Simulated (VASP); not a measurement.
# FeO (R-3m) in VASP: settings compared, part 2 of 2

VASP 6.6.1.

**3. Single point, r2SCAN, collinear spin, ferromagnetic start**

POSCAR

```
FeO
1.0
    1.5188209000      0.8768916600      2.5195772800
   -1.5188209000      0.8768916600      2.5195772800
    0.0000000000     -3.5075666300      5.0391545700
Fe O
2 2
Direct
    0.0000000000      0.0000000000      0.0000000000
    0.0000000000      0.0000000000      0.5000000000
    0.5000000000      0.5000000000      0.2500000000
    0.5000000000      0.5000000000      0.7500000000
```

INCAR.step1

```
PREC = Accurate
ENCUT = 520
ISMEAR = -1
SIGMA = 0.05
LREAL = False
LASPH = True
NELM = 150
ISPIN = 2
MAGMOM = 4 4 0 0
LMAXMIX = 4
NBANDS = 26
GGA = PE
ALGO = Normal
EDIFF = 1E-4
LWAVE = True
LCHARG = False
LUSENCCL = False
```

INCAR.step2

```
PREC = Accurate
ENCUT = 520
EDIFF = 1E-6
ISMEAR = -1
SIGMA = 0.05
LREAL = False
LASPH = True
NELM = 150
ALGO = Normal
ISIF = 2
LWAVE = False
LCHARG = False
ISPIN = 2
MAGMOM = 4 4 0 0
LORBIT = 11
LMAXMIX = 4
METAGGA = R2SCAN
LMIXTAU = True
NBANDS = 26
ISTART = 1
LUSENCCL = False
```

KPOINTS

```
Automatic mesh
0
Gamma
  9 9 5
```

Potentials or basis: VASP PAW PBE potentials, release 64 (Fe, O).

Command:

```bash
> cat potpaw_PBE.64/Fe/POTCAR potpaw_PBE.64/O/POTCAR > POTCAR
> cp INCAR.step1 INCAR
> mpirun -np 1 vasp_std > vasp.out
> cp INCAR.step2 INCAR
> mpirun -np 1 vasp_std > vasp.out
```

OUTCAR:

```text
PREC = Accurate
   ENCUT = 520
   EDIFF = 1E-6
   ISMEAR = -1
   LREAL = False
   LASPH = True
   NELM = 150
   ISIF = 2
   ISPIN = 2
   LORBIT = 11
   METAGGA = R2SCAN
   ISTART = 1

 ion  position               nearest neighbor table
   1  0.000  0.000  0.000-   3 2.16   4 2.16   3 2.16   4 2.16   4 2.16   3 2.16   2 3.04   2 3.04
                             2 3.04   2 3.04   2 3.07   2 3.07
   2  0.000  0.000  0.500-   3 2.16   4 2.16   3 2.16   4 2.16   3 2.16   4 2.16   1 3.04   1 3.04
                             1 3.04   1 3.04   1 3.07   1 3.07
   3  0.500  0.500  0.250-   1 2.16   2 2.16   1 2.16   2 2.16   1 2.16   2 2.16
   4  0.500  0.500  0.750-   1 2.16   2 2.16   1 2.16   2 2.16   2 2.16   1 2.16

  LATTYP: Found a base centered monoclinic cell.
 ALAT       =     5.3356194217
 B/A-ratio  =     0.5693138059
 C/A-ratio  =     0.9860804406
 COS(beta)  =    -0.3286934790

  Lattice vectors:

 A1 = (   1.5188209000,   0.8768916600,   2.5195772800)
 A2 = (  -1.5188209000,   0.8768916600,   2.5195772800)
 A3 = (   0.0000000000,  -5.2613499500,   0.0000000100)

[... 936 lines left out ...]
      6       2.6056      1.00000
[... 685 lines left out ...]
     25      20.6432      0.00000
     26      22.6967      0.00000

 [... further k-points ...]
[... 5 lines left out ...]
  --------------------------------------------------------------------------------------
  -------------------------------------------------------------------------------------
  Total       -1.5948492     -1.6713990     -1.9749435      0.0000000      0.0320052      0.0000000
  in kB      -63.4554255    -66.5011719    -78.5785165      0.0000000      1.2734129      0.0000000
  external PRESSURE =     -69.5117047 kB  Pullay stress =       0.0000000 kB

 VOLUME and BASIS-vectors are now :
 -----------------------------------------------------------------------------
  energy-cutoff  :      520.00
  volume of cell :       40.27
      direct lattice vectors                 reciprocal lattice vectors
     1.518820900  0.876891660  2.519577280     0.329202739  0.190065289  0.132297324
    -1.518820900  0.876891660  2.519577280    -0.329202739  0.190065289  0.132297324
     0.000000000 -3.507566630  5.039154570     0.000000000 -0.190065289  0.066148662

 POSITION                                       TOTAL-FORCE (eV/Angst)
 -----------------------------------------------------------------------------------
      0.00000      0.00000      0.00000        -0.000000      0.000000      0.000000
      0.00000     -1.75378      2.51958        -0.000000     -0.000000      0.000000
      0.00000      0.00000      3.77937         0.000000      0.000000     -0.000000
      0.00000     -1.75378      6.29894         0.000000      0.000000     -0.000000
 -----------------------------------------------------------------------------------
    total drift:                               -0.000000     -0.000000     -0.000000

  FREE ENERGIE OF THE ION-ELECTRON SYSTEM (eV)
  ---------------------------------------------------
  free  energy   TOTEN  =       -45.6229170981 eV

  energy  without entropy=      -45.6017997088  energy(sigma->0) =      -45.61235840

 total charge

# of ion       s       p       d       tot
------------------------------------------
    1        0.278   0.357   6.059   6.694
    2        0.278   0.357   6.059   6.694
    3        1.557   3.476   0.000   5.034
    4        1.557   3.476   0.000   5.034
--------------------------------------------------
tot          3.670   7.666  12.119  23.455

 magnetization (x)

# of ion       s       p       d       tot
------------------------------------------
    1        0.028   0.017   3.639   3.685
    2        0.028   0.017   3.639   3.685
    3        0.030   0.248   0.000   0.278
    4        0.030   0.248   0.000   0.278
--------------------------------------------------
tot          0.117   0.530   7.279   7.926
```

OSZICAR.step1:

```text
N       E                     dE             d eps       ncg     rms          rms(c)
DAV:   1     0.234765269615E+03    0.23477E+03   -0.13478E+04 12328   0.132E+03
DAV:   2    -0.961068142081E+01   -0.24438E+03   -0.21864E+03 12274   0.305E+02
DAV:   3    -0.349059910812E+02   -0.25295E+02   -0.24016E+02 13808   0.113E+02
DAV:   4    -0.354895485409E+02   -0.58356E+00   -0.58105E+00 13412   0.180E+01
DAV:   5    -0.354975491599E+02   -0.80006E-02   -0.79990E-02 13280   0.204E+00    0.222E+01
DAV:   6    -0.311613636137E+02    0.43362E+01   -0.27579E+01 15650   0.767E+01    0.265E+01
DAV:   7    -0.298764143453E+02    0.12849E+01   -0.49355E+00 15816   0.454E+01    0.130E+01
DAV:   8    -0.299036905192E+02   -0.27276E-01   -0.62262E-01 14136   0.621E+00    0.799E+00
DAV:   9    -0.298706320051E+02    0.33059E-01   -0.10039E-01 18150   0.591E+00    0.208E+00
DAV:  10    -0.298704761800E+02    0.15583E-03   -0.66018E-02 15802   0.489E+00    0.371E-01
DAV:  11    -0.298710010042E+02   -0.52482E-03   -0.10720E-02 17216   0.988E-01    0.103E-01
DAV:  12    -0.298710932043E+02   -0.92200E-04   -0.38519E-04 12428   0.153E-01
   1 F= -.29871093E+02 E0= -.29860024E+02  d E =-.221384E-01  mag=     8.0003
```

Run time: 24 min. Hardware: 1 × NVIDIA H100 80GB with 1 thread of AMD EPYC 7R13 (Zen 3), shared host; peak memory 1.4 GiB.

What came out:

```
Free energy                                           : -45.6229 eV
Pressure                                              : -7.0 GPa
Band gap on the k mesh                                : zero (filled and empty bands overlap)
Net moment                                            : 8.00 μB per cell
Site moments                                          : Fe +3.69; O +0.28 μB
Valence electrons inside the program's atomic spheres : Fe 6.69; O 5.03
```

Caveat: the PAW data sets were made with another functional, which shifts forces and pressure a little; semilocal functionals often make such compounds metallic where correlation or magnetic order opens a gap, which also shifts bond lengths; only a ferromagnetic start was run, and an antiferromagnetic order may lie lower in energy.

**4. Single point, r2SCAN, collinear spin, antiferromagnetic start**

POSCAR is that of step 3.

INCAR.step1

```
SYSTEM = FeO
  ALGO = Normal
  EDIFF = 1E-4
  ENCUT = 520
  GGA = PE
  ISMEAR = -1
  ISPIN = 2
  LASPH = .TRUE.
  LCHARG = .FALSE.
  LMAXMIX = 4
  LREAL = .FALSE.
  LUSENCCL = .FALSE.
  LWAVE = .TRUE.
  MAGMOM = 4 -4 0 0
  NBANDS = 26
  NELM = 150
  PREC = Accurate
  SIGMA = 0.05
```

INCAR.step2

```
SYSTEM = FeO
  ALGO = Normal
  EDIFF = 1E-6
  ENCUT = 520
  ISIF = 2
  ISMEAR = -1
  ISPIN = 2
  ISTART = 1
  LASPH = .TRUE.
  LCHARG = .FALSE.
  LMAXMIX = 4
  LMIXTAU = .TRUE.
  LORBIT = 11
  LREAL = .FALSE.
  LUSENCCL = .FALSE.
  LWAVE = .FALSE.
  MAGMOM = 4 -4 0 0
  METAGGA = R2SCAN
  NBANDS = 26
  NELM = 150
  PREC = Accurate
  SIGMA = 0.05
```

KPOINTS

```
k-points
0
G
  9 9 5
  0 0 0
```

Command:

```bash
> cat potpaw_PBE.64/Fe/POTCAR potpaw_PBE.64/O/POTCAR > POTCAR
> cp INCAR.step1 INCAR
> mpirun -np 1 vasp_std > vasp.out
> cp INCAR.step2 INCAR
> mpirun -np 1 vasp_std > vasp.out
```

It used 770 s of CPU time on 1 × NVIDIA H100 80GB with 1 thread of AMD EPYC 7R13 Processor (Zen 3), on a shared host.

Results (log left out):

| Quantity | Value |
| --- | --- |
| Free energy | -45.4732 eV |
| Pressure | -5.7 GPa |
| Band gap on the k mesh | zero (filled and empty bands overlap) |
| Net moment | 0.00 μB per cell |
| Site moments | Fe +3.57, -3.57; O +0.00 μB |
| Valence electrons inside the program's atomic spheres | Fe 6.72; O 5.03 |

Stress tensor (GPa, compression positive):
```
-7.86  0.00  0.00
 0.00 -0.49 -2.92
 0.00 -2.92 -8.87
```

Levels at points of the mesh, in eV from the Fermi level:
Spin up:
```tsv
k point	band 11	band 12	band 13	band 14	band 15	band 16	band 17	band 18
(0.00, 0.00, 0.00)	-3.99	-2.79	-2.74	-0.25	-0.13	0.58	0.76	2.35
```
Spin down:
| k point | band 12 | band 13 | band 14 | band 15 | band 16 | band 17 |
| --- | --- | --- | --- | --- | --- | --- |
| (0.00, 0.00, 0.00) | -2.79 | -2.74 | -0.25 | -0.13 | 0.58 | 0.76 |

Caveat: the PAW data sets were made with another functional, which shifts forces and pressure a little; semilocal functionals often make such compounds metallic where correlation or magnetic order opens a gap, which also shifts bond lengths.

**5. The runs side by side**

```tsv
level	spin	gap on the mesh (eV)	pressure (GPa)	moment (μB)
PBE	off	none	-26.0	-
r2SCAN	collinear, ferromagnetic start	none	-7.0	8.00
r2SCAN	collinear, antiferromagnetic start	none	-5.7	0.00
```

Alike in all rows: task single point; potentials or basis VASP PAW PBE potentials, release 64 (Fe, O); cell as given; k mesh 9 × 9 × 5; cutoff (eV) 520; smearing fermi-dirac 0.05 eV.

Every run on the cell as given and a fine mesh finds a metal. The pressure there spans -26.0 GPa (PBE) to -5.7 GPa (r2SCAN); a positive pressure means that this level wants a larger cell, a negative one a smaller.

Caveats: semilocal functionals often make such compounds metallic where correlation or magnetic order opens a gap, which also shifts bond lengths; the PAW data sets were made with another functional, which shifts forces and pressure a little (some runs).

Absolute energies hang on the potentials; compare differences alone.
